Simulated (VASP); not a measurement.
# Zr (P6_3/mmc) in VASP: a series of runs

Zr is run at these levels: r2SCAN; tasks: single point.

Program: VASP 6.6.1. These are calculated values, not measurements. Logs are shortened: lines on timing, memory, paths and dates and some standing lists are left out, and cuts for length are marked.

### Step 1. The cell of the first run

Symmetry: P6_3/mmc, No. 194, hexagonal system. Conventional cell: a = 3.362 Å, b = 3.362 Å, c = 10.792 Å, α = 90.00°, β = 90.00°, γ = 120.00°. Within 4.4 Å of Zr (site symmetry -3m) lie 12 Zr at 3.32 to 3.36 Å. Zr (site symmetry -6m2) has 12 Zr at 3.32 to 3.36 Å within 4.4 Å.

### Step 2. Single point, r2SCAN (26.41 Å³/atom)

The input, POSCAR:

```
Zr
1.0
    3.3622564064      0.0000000000      0.0000000000
   -1.6811282032      2.9117994620      0.0000000000
    0.0000000000      0.0000000000     10.7921617755
Zr
4
Direct
    0.0000000000      0.0000000000      0.0000000000
    0.0000000000      0.0000000000      0.5000000000
    0.3333333333      0.6666666667      0.2500000000
    0.6666666667      0.3333333333      0.7500000000
```

The input, INCAR.step1:

```
SYSTEM = Zr
PREC = Accurate
ENCUT = 520
ISMEAR = -1
SIGMA = 0.1
LREAL = .False.
LASPH = .True.
NELM = 100
NBANDS = 32
GGA = PE
ALGO = Normal
EDIFF = 1E-4
LWAVE = .True.
LCHARG = .False.
```

The input, INCAR.step2:

```
SYSTEM = Zr
PREC = Accurate
ENCUT = 520
EDIFF = 1E-6
ISMEAR = -1
SIGMA = 0.1
LREAL = .False.
LASPH = .True.
NELM = 100
ALGO = Normal
ISIF = 2
LWAVE = .False.
LCHARG = .False.
METAGGA = R2SCAN
LMIXTAU = .True.
NBANDS = 32
ISTART = 1
```

The input, KPOINTS:

```
regular mesh
0
Gamma
  13 13 4
  0 0 0
```

Potentials or basis: VASP PAW PBE potentials, release 64 (Zr_sv).

Run with:

```console
$ cat potpaw_PBE.64/Zr_sv/POTCAR > POTCAR
$ cp INCAR.step1 INCAR
$ mpirun -np 1 vasp_std > vasp.out
$ cp INCAR.step2 INCAR
$ mpirun -np 1 vasp_std > vasp.out
```

OUTCAR:

```text
SYSTEM = Zr
   PREC = Accurate
   ENCUT = 520
   EDIFF = 1E-6
   ISMEAR = -1
   LREAL = .False.
   LASPH = .True.
   NELM = 100
   ISIF = 2
   METAGGA = R2SCAN
   ISTART = 1

 ion  position               nearest neighbor table
   1  0.000  0.000  0.000-   3 3.32   4 3.32   4 3.32   3 3.32   4 3.32   3 3.32
   2  0.000  0.000  0.500-   3 3.32   4 3.32   4 3.32   3 3.32   4 3.32   3 3.32
   3  0.333  0.667  0.250-   1 3.32   2 3.32   1 3.32   2 3.32   1 3.32   2 3.32
   4  0.667  0.333  0.750-   1 3.32   2 3.32   1 3.32   2 3.32   1 3.32   2 3.32

  LATTYP: Found a hexagonal cell.
 ALAT       =     3.3622564064
 C/A-ratio  =     3.2097973715

  Lattice vectors:

 A1 = (   3.3622564064,   0.0000000000,   0.0000000000)
 A2 = (  -1.6811282032,   2.9117994620,   0.0000000000)
 A3 = (   0.0000000000,   0.0000000000,  10.7921617755)

Analysis of symmetry for initial positions (statically):
=====================================================================
 Subroutine PRICEL returns:
 Original cell was already a primitive cell.

 Routine SETGRP: Setting up the symmetry group for a
 hexagonal supercell.

 Subroutine GETGRP returns: Found 24 space group operations
 (whereof 12 operations were pure point group operations)
 out of a pool of 24 trial point group operations.

The static configuration has the point symmetry D_3d.
 The point group associated with its full space group is D_6h.

Analysis of symmetry for dynamics (positions and initial velocities):
=====================================================================
 Subroutine PRICEL returns:
 Original cell was already a primitive cell.

 Routine SETGRP: Setting up the symmetry group for a
 hexagonal supercell.

 Subroutine GETGRP returns: Found 24 space group operations
 (whereof 12 operations were pure point group operations)
 out of a pool of 24 trial point group operations.

The dynamic configuration has the point symmetry D_3d.
 The point group associated with its full space group is D_6h.

 Subroutine INISYM returns: Found 24 space group operations
 (whereof 12 operations are pure point group operations),
 and found     1 'primitive' translations

----------------------------------------------------------------------------------------

                                     Primitive cell

  volume of cell :     105.6576

  direct lattice vectors                    reciprocal lattice vectors
     3.362256406  0.000000000  0.000000000     0.297419316  0.171715122  0.000000000
    -1.681128203  2.911799462  0.000000000     0.000000000  0.343430244  0.000000000
     0.000000000  0.000000000 10.792161776     0.000000000  0.000000000  0.092659842

  length of vectors
     3.362256406  3.362256406 10.792161776     0.343430244  0.343430244  0.092659842

  position of ions in fractional coordinates (direct lattice)
     0.000000000  0.000000000  0.000000000
     0.000000000  0.000000000  0.500000000
     0.333333333  0.666666667  0.250000000
     0.666666667  0.333333333  0.750000000

  ion indices of the primitive-cell ions
   primitive index   ion index
                 1           1
                 2           2
                 3           3
                 4           4

----------------------------------------------------------------------------------------

 KPOINTS: regular mesh

Automatic generation of k-mesh.
 Grid dimensions read from file:
 generate k-points for:   13   13    4

 Generating k-lattice:

  Cartesian coordinates                     Fractional coordinates (reciprocal lattice)
     0.022878409  0.013208856  0.000000000     0.076923077  0.000000000  0.000000000
     0.000000000  0.026417711  0.000000000     0.000000000  0.076923077  0.000000000
     0.000000000  0.000000000  0.023164960     0.000000000  0.000000000  0.250000000

  Length of vectors
     0.026417711  0.026417711  0.023164960

  Shift w.r.t. Gamma in fractional coordinates (k-lattice)
     0.000000000  0.000000000  0.000000000

 Subroutine IBZKPT returns following result:
 ===========================================

 Found     63 irreducible k-points:

 Following reciprocal coordinates:
            Coordinates               Weight
  0.000000  0.000000  0.000000      1.000000
  0.076923  0.000000  0.000000      6.000000
  0.153846  0.000000  0.000000      6.000000
  0.230769  0.000000  0.000000      6.000000
  0.307692  0.000000  0.000000      6.000000
  0.384615 -0.000000  0.000000      6.000000
[... 16 lines left out ...]
  0.076923  0.000000  0.250000     12.000000
  0.153846  0.000000  0.250000     12.000000
 [... further k-points ...]
   k-points           NKPTS =     63   k-points in BZ     NKDIM =     63   number of bands    NBANDS=     32
   number of dos      NEDOS =    301   number of ions     NIONS =      4
   total plane-waves  NPLWV =  62720
   dimension x,y,z NGX =    28 NGY =   28 NGZ =   80
   dimension x,y,z NGXF=    56 NGYF=   56 NGZF=  160
   ions per type =               4
   NGX,Y,Z   is equivalent  to a cutoff of  13.84, 13.84, 12.32 a.u.
   NGXF,Y,Z  is equivalent  to a cutoff of  27.69, 27.69, 24.65 a.u.
 SYSTEM =  Zr
   PREC   = accura    normal or accurate (medium, high low for compatibility)
   ISTART =      1    job   : 0-new  1-cont  2-samecut
   ICHARG =      0    charge: 1-file 2-atom 10-const
   ISPIN  =      1    spin polarized calculation?
   LNONCOLLINEAR =      F non collinear calculations
   LSORBIT =      F    spin-orbit coupling
   LASPH  =      T    aspherical Exc in radial PAW
   ENCUT  =  520.0 eV  38.22 Ry    6.18 a.u.   6.25  6.25 20.07*2*pi/ulx,y,z
   NELM   =    100;   NELMIN=  2; NELMDL=  0     # of ELM steps
   EDIFF  = 0.1E-05   stopping-criterion for ELM
   LREAL  =      F    real-space projection
   EDIFFG = 0.1E-04   stopping-criterion for IOM
   NSW    =      0    number of steps for IOM
   IBRION =     -1    ionic relax: 0-MD 1-quasi-New 2-CG
   NFREE  =      0    steps in history (QN), initial steepest desc. (CG)
   ISIF   =      2    stress and relaxation
   ISYM   =      2    0-nonsym 1-usesym 2-fastsym
   POTIM  = 0.5000    time-step for ionic-motion
   TEBEG  =    0.0;   TEEND  =   0.0 temperature during run
   PSTRESS=    0.0 pullay stress
   NELECT =      48.0000    total number of electrons
   NUPDOWN=      -1.0000    fix difference up-down
   EMIN   =  10.00;   EMAX   =-10.00  energy-range for DOS
   EFERMI =   0.00;   METHOD = LEGACY
   ISMEAR =    -1;   SIGMA  =   0.10  broadening in eV -4-tet -1-fermi 0-gaus
   EFERMI_NEDOS =   21; number of points for ismear=-14 and -15
   IALGO  =     38    algorithm
   IMIX   =      4    mixing-type and parameters
     AMIX     =   0.40;   BMIX     =  1.00
     AMIX_MAG =   1.60;   BMIX_MAG =  1.00
  volume/ion in A,a.u.               =      26.41       178.25
  Fermi-wavevector in a.u.,A,eV,Ry     =   1.258505  2.378230 21.549386  1.583835
  Thomas-Fermi vector in A             =   2.392111
   LORBIT       =      0    0 simple, 1 ext, 2 COOP (PROOUT), +10 PAW based schemes
   METAGGA = R2SCAN    functional components
   LHFCALC =     F    Hartree Fock is set to
   AEXX    =    0.0000 exact exchange contribution
   IVDW    =     0    specifies the selected vdW correction
   LEPSILON=     F    determine dielectric tensor
   LRPA    =     F    only Hartree local field effects (RPA)
 non-spin polarized calculation
  energy-cutoff  :      520.00
  volume of cell :      105.66
 maximum number of plane-waves:      2896
 NGX is ok and might be reduce to    28
   NGX = 13   NGY = 13   NGZ = 41

 number of electron      47.9999998 magnetization

 Free energy of the ion-electron system (eV)
  ---------------------------------------------------
  ext. energy  EPLUGINS =         0.00000000
  ---------------------------------------------------
  free energy    TOTEN  =       -90.54787434 eV

  energy without entropy =      -90.35444365  energy(sigma->0) =      -90.45115900

 E-fermi :   7.5970     XC(G=0): -11.3470

 val. band max:        7.5958679895   @ k =   0.3846   0.1538   0.2500
 cond. band min:       7.6177912184   @ k =   0.3077   0.2308   0.2500
 fundamental gap:      0.0219232289
 Fermi energy:         7.5970464113

 k-point     1 :       0.0000    0.0000    0.0000
  band No.  band energies     occupation
      1     -43.1467      2.00000
      2     -43.1060      2.00000
      3     -43.0917      2.00000
      4     -43.0505      2.00000
      5     -20.7766      2.00000
      6     -20.4512      2.00000
[... 24 lines left out ...]
     31       9.0560      0.00000
     32       9.0560      0.00000

 k-point     2 :       0.0769    0.0000    0.0000
  band No.  band energies     occupation
      1     -43.1424      2.00000
      2     -43.1029      2.00000
      3     -43.0885      2.00000
      4     -43.0486      2.00000
      5     -20.7638      2.00000
      6     -20.4556      2.00000
[... 24 lines left out ...]
     31       9.0832      0.00000
     32       9.1777      0.00000

 k-point     3 :       0.1538    0.0000    0.0000
  band No.  band energies     occupation
      1     -43.1302      2.00000
      2     -43.0942      2.00000
      3     -43.0799      2.00000
      4     -43.0435      2.00000
      5     -20.7274      2.00000
      6     -20.4761      2.00000
[... 24 lines left out ...]
     31       9.4198      0.00000
     32       9.5333      0.00000

 k-point     4 :       0.2308    0.0000    0.0000
  band No.  band energies     occupation
      1     -43.1124      2.00000
      2     -43.0820      2.00000
      3     -43.0676      2.00000
      4     -43.0368      2.00000
      5     -20.6730      2.00000
      6     -20.5303      2.00000
[... 654 lines left out ...]
     31       8.9670      0.00000
     32       8.9670      0.00000

 k-point    23 :       0.0769    0.0000    0.2500
  band No.  band energies     occupation
      1     -43.1389      2.00000
      2     -43.1148      2.00000
      3     -43.0766      2.00000
      4     -43.0521      2.00000
      5     -20.7400      2.00000
      6     -20.5680      2.00000
[... 24 lines left out ...]
     31       8.9719      0.00000
     32       9.0710      0.00000

 k-point    24 :       0.1538    0.0000    0.2500
  band No.  band energies     occupation
      1     -43.1270      2.00000
      2     -43.1049      2.00000
      3     -43.0691      2.00000
      4     -43.0467      2.00000
      5     -20.7074      2.00000
      6     -20.5650      2.00000
[... 24 lines left out ...]
     31       9.2606      0.00000
     32       9.3650      0.00000

 [... further k-points ...]

------------------------ aborting loop because EDIFF is reached ----------------------------------------

  FORCE on cell =-STRESS in cart. coord.  units (eV):
  Direction    XX          YY          ZZ          XY          YZ          ZX
  --------------------------------------------------------------------------------------
  -------------------------------------------------------------------------------------
  Total       -5.6353316     -5.6353316     -5.8549218      0.0000000      0.0000000      0.0000000
  in kB      -85.4533955    -85.4533955    -88.7832299      0.0000000      0.0000000      0.0000000
  external PRESSURE =     -86.5633403 kB  Pullay stress =       0.0000000 kB

 VOLUME and BASIS-vectors are now :
 -----------------------------------------------------------------------------
  energy-cutoff  :      520.00
  volume of cell :      105.66
      direct lattice vectors                 reciprocal lattice vectors
     3.362256406  0.000000000  0.000000000     0.297419316  0.171715122  0.000000000
    -1.681128203  2.911799462  0.000000000     0.000000000  0.343430244  0.000000000
     0.000000000  0.000000000 10.792161776     0.000000000  0.000000000  0.092659842

 POSITION                                       TOTAL-FORCE (eV/Angst)
 -----------------------------------------------------------------------------------
      0.00000      0.00000      0.00000         0.000000      0.000000      0.000000
      0.00000      0.00000      5.39608         0.000000      0.000000      0.000000
     -0.00000      1.94120      2.69804        -0.000000      0.000000     -0.000000
      1.68113      0.97060      8.09412         0.000000     -0.000000      0.000000
 -----------------------------------------------------------------------------------
    total drift:                                0.000000     -0.000000      0.000000

  FREE ENERGIE OF THE ION-ELECTRON SYSTEM (eV)
  ---------------------------------------------------
  free  energy   TOTEN  =       -90.5478743432 eV

  energy  without entropy=      -90.3544436508  energy(sigma->0) =      -90.45115900
```

Wall time 32 min (1 thread of Oxide Virtual Turin-like, shared host); peak memory 0.32 GiB.

Results:

```yaml
Free_energy: -90.5479 eV
Pressure: -8.7 GPa
Band_gap_on_the_k_mesh: zero (bands 24 and 25 overlap by 1.40 eV)
```

Levels at points of the mesh, in eV from the Fermi level:
| k point | band 20 | band 21 | band 22 | band 23 | band 24 | band 25 | band 26 | band 27 | band 28 | band 29 |
| --- | --- | --- | --- | --- | --- | --- | --- | --- | --- | --- |
| (0.00, 0.00, 0.00) | -2.78 | 0.07 | 0.12 | 0.65 | 0.87 | 0.87 | 0.94 | 0.94 | 1.13 | 1.31 |
| (0.00, 0.00, 0.50) | -3.02 | 0.14 | 0.14 | 0.74 | 0.74 | 1.02 | 1.02 | 1.02 | 1.02 | 1.21 |

Caveat: the cell stands under tension; the PAW data sets were made with another functional, which shifts forces and pressure a little.

### Step 3. Single point, r2SCAN

This run uses another cell than the first one, of 23.58 Å³/atom.

The input, POSCAR:

```
Zr
1.0
    3.2376121576      0.0000000000      0.0000000000
   -1.6188060788      2.8038543761      0.0000000000
    0.0000000000      0.0000000000     10.3920789931
Zr
4
Direct
    0.0000000000      0.0000000000      0.0000000000
    0.0000000000      0.0000000000      0.5000000000
    0.3333333333      0.6666666667      0.2500000000
    0.6666666667      0.3333333333      0.7500000000
```

The input, INCAR.step1:

```
  PREC = Accurate
  ENCUT = 520
  ISMEAR = -1
  SIGMA = 0.1
  LREAL = F
  LASPH = T
  NELM = 60
  NBANDS = 32
  GGA = PE
  ALGO = Normal
  EDIFF = 1E-4
  LWAVE = T
  LCHARG = F
```

The input, INCAR.step2:

```
  PREC = Accurate
  ENCUT = 520
  EDIFF = 1E-6
  ISMEAR = -1
  SIGMA = 0.1
  LREAL = F
  LASPH = T
  NELM = 60
  ALGO = Normal
  ISIF = 2
  LWAVE = F
  LCHARG = F
  METAGGA = R2SCAN
  LMIXTAU = T
  NBANDS = 32
  ISTART = 1
```

The input, KPOINTS:

```
regular mesh
0
Gamma
  15 15 4
```

Potentials or basis: VASP PAW PBE potentials, release 64 (Zr_sv).

Run with:

```console
$ cat potpaw_PBE.64/Zr_sv/POTCAR > POTCAR
$ cp INCAR.step1 INCAR
$ mpirun -np 1 vasp_std > vasp.out
$ cp INCAR.step2 INCAR
$ mpirun -np 1 vasp_std > vasp.out
```

Wall time 22 min (1 thread of Oxide Virtual Turin-like, shared host); peak memory 0.29 GiB.

The run converged. Its results:

```
Free energy            : -90.8745 eV
Pressure               : 0.1 GPa
Band gap on the k mesh : zero (bands 24 and 25 overlap by 1.44 eV)
```

Stress tensor (GPa, compression positive):
```
 0.10  0.00  0.00
 0.00  0.10  0.00
 0.00  0.00 -0.01
```

Levels at points of the mesh, in eV from the Fermi level:
```
           k point  band 21  band 22  band 23  band 24  band 25  band 26  band 27  band 28
(0.00, 0.00, 0.00)     0.04     0.10     0.88     0.88     0.98     0.98     1.03     1.20
(0.00, 0.00, 0.50)     0.34     0.34     0.75     0.75     1.05     1.05     1.05     1.05
```

Caveat: the PAW data sets were made with another functional, which shifts forces and pressure a little.

The gap in the log of VASP goes by the Fermi energy; the results here count the filled bands.